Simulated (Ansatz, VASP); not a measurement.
One calculation of BaTiO3, two programs

```
Ba Ti O
1.0
     3.99980    0.00000    0.00000
     0.00000    3.99980    0.00000
     0.00000    0.00000    3.97782
Ba Ti O
1 1 3
Direct
  0.00000 0.00000 0.00000
  0.50000 0.50000 0.50000
  0.50000 0.50000 0.00000
  0.50000 0.00000 0.50000
  0.00000 0.50000 0.50000
```

Change from the starting cell: zz strain of -1 %.

Alike in both runs: task single point; functional PBE; k mesh 7 × 7 × 7; occupations fermi-dirac, width 0.03 eV; no spin polarisation.

|  | VASP | Ansatz |
| --- | --- | --- |
| version | VASP 6.6.1 | Ansatz 0.2.0 |
| potentials or method | VASP PAW PBE potentials, release 64 (Ba_sv, Ti_sv, O), cutoff 520 eV | all-electron LAPW, scalar-relativistic |

Ansatz gave:

- gap on the k mesh at the Fermi level (eV): 1.88
- pressure (GPa): 3.4
- traceless stress, the component that is largest in VASP (GPa): 0.73

Q: What did VASP give for the same quantities?

A: gap on the k mesh at the Fermi level (eV): 1.81; pressure (GPa): 5.3; traceless stress, the component that is largest in VASP (GPa): 0.75.

Ansatz ran all-electron here, and VASP with PAW potentials.

Neither program's run includes spin-orbit coupling.
